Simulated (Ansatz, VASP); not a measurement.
**One calculation of Al3C2, two programs**

Contents of INCAR:

```
PREC = Accurate
ENCUT = 520
EDIFF = 1E-7
ISMEAR = 0
SIGMA = 0.1
LREAL = F
LASPH = T
NELM = 80
ALGO = Normal
ISIF = 2
LWAVE = F
LCHARG = T
GGA = PE
LELF = T
LVHAR = T
NBANDS = 16
```

KPOINTS

```
Automatic mesh
0
Gamma
  6 6 6
```

POSCAR

```
Al3C2
1.0
    1.6370392000      0.9451450200      7.5433667100
   -1.6370392000      0.9451450200      7.5433667100
    0.0000000000     -1.8902900500      7.5433667100
Al C
3 2
Direct
    0.0000000000      0.0000000000      0.0000000000
    0.2117000100      0.2117000100      0.2117000100
    0.7882999900      0.7882999900      0.7882999900
    0.4007999900      0.4007999900      0.4007999900
    0.5992000100      0.5992000100      0.5992000100
```

Input for Ansatz:

```yaml
crystal:
  lattice:
    - [1.6370392, 0.94514502, 7.54336671]
    - [-1.6370392, 0.94514502, 7.54336671]
    - [0.0, -1.89029005, 7.54336671]
  atoms:
    - { symbol: Al, position: [0.0, 0.0, 0.0] }
    - { symbol: Al, position: [0.21170001, 0.21170001, 0.21170001] }
    - { symbol: Al, position: [0.78829999, 0.78829999, 0.78829999] }
    - { symbol: C, position: [0.40079999, 0.40079999, 0.40079999] }
    - { symbol: C, position: [0.59920001, 0.59920001, 0.59920001] }
basis:
  ecutwfc: 420
kpoints:
  mp_grid: { grid: [6, 6, 6] }
hamiltonian:
  xc: pbe
scf:
  occupations: { method: gaussian, width: 0.1 }
  lower_state_search: "off"
output:
  forces: true
  stress: true
  eigenvalues: true
```

Change from the starting cell: species swapped into the Bi2Se3 type (R-3m, No. 166).

Alike in both runs: task single point; functional PBE; k mesh 6 × 6 × 6; occupations gaussian, width 0.1 eV; no spin polarisation.

|  | VASP | Ansatz |
| --- | --- | --- |
| version | VASP 6.6.1 | Ansatz 0.2.0 |
| potentials or method | VASP PAW PBE potentials, release 64 (Al, C), cutoff 520 eV | scalar-relativistic, plane waves, PAW |
| valence electrons in the cell | 17 | 17 |

|  | VASP | Ansatz | Ansatz less VASP |
| --- | --- | --- | --- |
| gap on the k mesh at the Fermi level (eV) | none | none | - |
| pressure (GPa) | -22.9 | -22.9 | 0.00 |
| traceless stress, the component that is largest in VASP (GPa) | -3.96 | -3.97 | -0.006 |
| rms of the force components (eV/Å) | 1.155 | 1.157 | +0.0025 |

Atom by atom the forces differ by 0.002 eV/Å (rms over components). A gap of «none» marks a metal or a gap that the smearing closes. With one functional, cell and mesh, what is left measures potentials, basis and numerics.

The k mesh is coarse, so the values compare programs but aren't converged.
